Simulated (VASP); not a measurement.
Write the native input for VASP 6.6.1 that does the following.

* Task: single point
* Functional: r2SCAN
* Potentials or basis: VASP PAW PBE potentials, release 64 (Hg, Te)
* Cutoff: 520 eV
* k mesh: 7 × 7 × 7
* Occupations: fermi-dirac, width 0.05 eV
* Spin: no spin polarisation
* Dipole correction: no
* Further INCAR settings: ALGO = Normal; EDIFF = 1e-06; NBANDS = 16

Crystal: HgTe (Coloradoite).

```
Hg Te
1.0
     0.00000    3.27755    3.27755
     3.27755    0.00000    3.27755
     3.27755    3.27755    0.00000
Hg Te
1 1
Direct
  0.00000 0.00000 0.00000
  0.75000 0.75000 0.75000
```

One way to write it, as run:

POSCAR

```
HgTe
1.0
    0.0000000000      3.2775454177      3.2775454177
    3.2775454177      0.0000000000      3.2775454177
    3.2775454177      3.2775454177      0.0000000000
Hg Te
1 1
Direct
    0.0000000000      0.0000000000      0.0000000000
    0.7500000000      0.7500000000      0.7500000000
```

INCAR.step1

```
PREC = Accurate
ENCUT = 520
ISMEAR = -1
SIGMA = 0.05
LREAL = F
LASPH = T
NELM = 80
NBANDS = 16
GGA = PE
ALGO = Normal
EDIFF = 1E-4
LWAVE = T
LCHARG = F
```

INCAR.step2

```
PREC = Accurate
ENCUT = 520
EDIFF = 1E-6
ISMEAR = -1
SIGMA = 0.05
LREAL = F
LASPH = T
NELM = 80
ALGO = Normal
ISIF = 2
LWAVE = F
LCHARG = F
METAGGA = R2SCAN
LMIXTAU = T
NBANDS = 16
ISTART = 1
```

KPOINTS

```
regular mesh
0
Gamma
  7 7 7
```

Potentials or basis: VASP PAW PBE potentials, release 64 (Hg, Te).

The run is started by

```sh
$ cat potpaw_PBE.64/Hg/POTCAR potpaw_PBE.64/Te/POTCAR > POTCAR
$ cp INCAR.step1 INCAR
$ mpirun -np 1 vasp_std > vasp.out
$ cp INCAR.step2 INCAR
$ mpirun -np 1 vasp_std > vasp.out
```

It gave:

The pressure is 0.4 GPa and the band gap on the k mesh is zero (filled and empty bands touch).

Caveat: the PAW data sets were made with another functional, which shifts forces and pressure a little; spin-orbit coupling is left out, which moves the levels of the heavy elements.

Run time: 41 s on 1 thread of Intel(R) Xeon(R) 6975P-C (Granite Rapids), with other jobs on the host, peak memory 0.22 GiB.
